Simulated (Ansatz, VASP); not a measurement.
Two plane-wave programs on Os

```
Os
1.0
    -1.54591    1.54591    1.54591
     1.54591   -1.54591    1.54591
     1.54591    1.54591   -1.54591
Os
1
Direct
  0.00000 0.00000 0.00000
```

Alike in both runs: functional PBE; k mesh 19 × 19 × 19; occupations fermi-dirac, width 0.05 eV; no spin polarisation.

Ansatz relaxed the structure, and its values are those at the end. VASP's run is a single point on that final structure, the one shown.

|  | VASP | Ansatz |
| --- | --- | --- |
| version | VASP 6.6.1 | Ansatz 0.2.0 |
| potentials or method | VASP PAW PBE potentials, release 64 (Os) | PAW with Ansatz's default frozen-core files, scalar-relativistic |
| plane-wave cutoff (eV) | 600 | 420 |
| valence electrons in the cell | 8 | 16 |

```tsv
	VASP	Ansatz	Ansatz less VASP
pressure (GPa)	0.2	0.0	-0.19
```

VASP's potentials hold 8 valence electrons a cell and Ansatz's 16, so a difference there can come from the potentials and not from the codes.

Neither program's run includes spin-orbit coupling.
